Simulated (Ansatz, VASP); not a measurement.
## Zn: VASP beside Ansatz

```
CELL_PARAMETERS angstrom
2.53502 0.00000 0.00000
-1.26751 2.19539 0.00000
0.00000 0.00000 9.39297
ATOMIC_POSITIONS crystal
Zn 0.00000 0.00000 0.00000
Zn 0.00000 0.00000 0.50000
Zn 0.33333 0.66667 0.25000
Zn 0.66667 0.33333 0.75000
```

Alike in both runs: task single point; functional PBEsol; k mesh 16 × 16 × 4; occupations fermi-dirac, width 0.1 eV; no spin polarisation.

```csv
,VASP,Ansatz
version,VASP 6.6.1,Ansatz 0.2.0
potentials or method,"VASP PAW PBE potentials, release 64 (Zn), cutoff 520 eV","plane waves (420 eV) with PAW, scalar-relativistic"
valence electrons in the cell,48,48
```

Ansatz gave:

```
pressure (GPa)                                                : 9.5
traceless stress, the component that is largest in VASP (GPa) : -2.74
```

Problem. Estimate VASP's values.

Solution. Pressure (GPa): 10.1; traceless stress, the component that is largest in VASP (GPa): -2.93.

VASP's potentials were made for PBE, not for PBEsol, and Ansatz warns of the same on its side.
